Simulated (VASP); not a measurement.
Runs of VASP 6.6.1 on TiO2 (Anatase). The structure is that of space group I4_1/amd (No. 141), or close to it. The cells are those of the table. 

```csv
task,cell,cutoff (eV),gap on the mesh (eV),pressure (GPa),largest force (eV/Å)
relaxation of shape and atoms at fixed volume,"relaxed from a = 5.317 Å, angles 139.2, 139.2, 59.0°, 6 atoms",600,(b),8.8,-
single point,"a = 5.533 Å, angles 140.2, 140.2, 57.5°, 6 atoms",520,2.13,-6.1,0.03
single point,"a = 5.476 Å, angles 139.9, 139.9, 58.0°, 6 atoms",520,(a),(c),0.03
single point,"a = 5.285 Å, angles 138.8, 138.8, 59.7°, 6 atoms",520,2.00,9.6,0.05
single point,"a = 5.417 Å, angles 139.6, 139.6, 58.4°, 6 atoms",520,2.11,1.3,0.03
```

Alike in all rows: level LDA; potentials or basis VASP PAW LDA potentials, release 64 (Ti_sv, O); no spin polarisation; k mesh 8 × 8 × 8; smearing gaussian 0.05 eV.

Estimate the missing entries.

(a) 2.12; (b) 1.97; (c) -2.5.

A k mesh can miss the band edges.
